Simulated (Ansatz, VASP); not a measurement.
# MgS: VASP beside Ansatz

```
Mg S
1.0
     0.00000    2.58419    2.58419
     2.58419    0.00000    2.58419
     2.58419    2.58419    0.00000
Mg S
1 1
Direct
  0.00000 0.00000 0.00000
  0.50000 0.50000 0.50000
```

Change from the starting cell: volume scaled by 0.98, PAW files.

Alike in both runs: task electric field gradients; functional PBE; k mesh 8 × 8 × 8; occupations fermi-dirac, width 0.01 eV; no spin polarisation.

|  | VASP | Ansatz |
| --- | --- | --- |
| version | VASP 6.6.1 | Ansatz 0.2.0 |
| potentials or method | VASP PAW PBE potentials, release 64 (Mg, S) | PAW with Ansatz's default frozen-core files, scalar-relativistic |
| plane-wave cutoff (eV) | 520 | 420 |
| valence electrons in the cell | 8 | 16 |

|  | VASP | Ansatz | Ansatz less VASP |
| --- | --- | --- | --- |
| gap on the k mesh at the Fermi level (eV) | 2.82 | 2.83 | +0.013 |
| pressure (GPa) | 2.5 | 2.8 | +0.31 |

With one functional, cell and mesh, what is left measures potentials, basis and numerics. VASP's potentials hold 8 valence electrons a cell and Ansatz's 16, so a difference there can come from the potentials and not from the codes.
